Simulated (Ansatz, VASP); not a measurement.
**P in VASP and in Ansatz**

```
P
1.0
     5.42614    0.00000    0.00000
    -2.40965    5.06218    0.00000
    -2.17873   -2.08617    4.92626
P
7
Direct
  0.08533 0.42481 0.86961
  0.40672 0.78100 0.50748
  0.74176 0.12900 0.18429
  0.91467 0.57519 0.13039
  0.59328 0.21900 0.49252
  0.25824 0.87100 0.81571
  0.00000 0.00000 0.00000
```

Change from the starting cell: the structure that the rattled cell fell into.

Alike in both runs: task relaxation of cell and atoms; functional PBE; k mesh 4 × 4 × 4; occupations gaussian, width 0.1 eV; no spin polarisation.

```csv
,VASP,Ansatz
version,VASP 6.6.1,Ansatz 0.2.0
potentials or method,"VASP PAW PBE potentials, release 64 (P), cutoff 600 eV","scalar-relativistic, plane waves, PAW"
valence electrons in the cell,35,35
```

Ansatz gave:

```
gap on the k mesh at the Fermi level, each at its own relaxed structure (eV)  : none
relaxed volume (Å³/atom)                                                      : 18.90
relaxed length of the cell vector where the two differ most in proportion (Å) : 5.250
```

Problem. Which values does VASP return?

Solution. gap on the k mesh at the Fermi level, each at its own relaxed structure (eV): none; relaxed volume (Å³/atom): 18.77; relaxed length of the cell vector where the two differ most in proportion (Å): 5.221.

A gap of «none» marks a metal or a gap that the smearing closes.

The k mesh is coarse, so the values compare programs but aren't converged.
